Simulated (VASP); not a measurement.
RbBr: single point with PBE

Crystal: RbBr.

```
CELL_PARAMETERS angstrom
8.15849 0.00000 0.00000
-4.07924 7.06546 0.00000
0.00000 0.00000 4.92267
ATOMIC_POSITIONS crystal
Rb 0.50000 0.00000 0.00000
Rb 0.50000 0.50000 0.00000
Rb 0.00000 0.50000 0.00000
Br 0.00000 0.00000 0.00000
Br 0.33333 0.66667 0.50000
Br 0.66667 0.33333 0.50000
```

```json
{
 "Program": "VASP 6.6.1",
 "Task": "single point",
 "Functional": "PBE",
 "Potentials or basis": "VASP PAW PBE potentials, release 64 (Rb_sv, Br)",
 "Cutoff": "520 eV",
 "k mesh": "6 × 6 × 4",
 "Occupations": "gaussian, width 0.02 eV",
 "Spin": "no spin polarisation"
}
```

| Property | Result |
| --- | --- |
| Pressure | 0.0 GPa |
| Band gap on the k mesh | 2.62 eV |

Levels at points of the mesh, in eV from the valence-band top:
```tsv
k point	band 22	band 23	band 24	band 25	band 26	band 27
(0.00, 0.00, 0.00)	-0.58	-0.58	0.00	2.62	3.83	5.02
(0.50, 0.00, 0.00)	-0.73	-0.62	-0.01	3.81	4.19	4.72
(0.00, 0.00, 0.50)	-0.54	-0.54	-0.41	4.38	4.54	4.54
(0.50, 0.00, 0.50)	-0.65	-0.58	-0.40	5.00	5.04	5.46
```

Wall time 7.2 min on 1 thread of Oxide Virtual Turin-like Processor (shared host), peak memory 0.46 GiB.

A k mesh can miss the band edges.
